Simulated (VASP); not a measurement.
**Re: single point with LDA**

Crystal: Re.

```
Re
1.0
     2.73919    0.00000    0.00000
    -1.36959    2.37221    0.00000
     0.00000    0.00000    4.41187
Re
2
Direct
  0.33333 0.66667 0.25000
  0.66667 0.33333 0.75000
```

| Property | Result |
| --- | --- |
| Program | VASP 6.6.1 |
| Task | single point |
| Functional | LDA |
| Potentials or basis | VASP PAW LDA potentials, release 64 (Re_sv_GW) |
| Cutoff | 560 eV |
| k mesh | 13 × 13 × 7 |
| Occupations | fermi-dirac, width 0.03 eV |
| Spin | no spin polarisation |

```yaml
Pressure: -0.3 GPa
Band_gap_on_the_k_mesh: zero (bands 15 and 16 overlap by 3.05 eV)
```

Stress tensor (GPa, compression positive):
```
-0.23  0.00  0.00
 0.00 -0.23  0.00
 0.00  0.00 -0.40
```

Levels at points of the mesh, in eV from the Fermi level:
| k point | band 11 | band 12 | band 13 | band 14 | band 15 | band 16 | band 17 | band 18 | band 19 | band 20 |
| --- | --- | --- | --- | --- | --- | --- | --- | --- | --- | --- |
| (0.00, 0.00, 0.00) | -1.65 | -1.65 | -1.61 | -0.77 | -0.77 | 0.16 | 0.16 | 0.86 | 3.49 | 3.49 |

Run time: 24 s on 1 thread of Intel(R) Xeon(R) Platinum 8488C (Sapphire Rapids), with other jobs on the host, peak memory 0.17 GiB.

Caveat: spin-orbit coupling is left out, which moves the levels of the heavy elements.
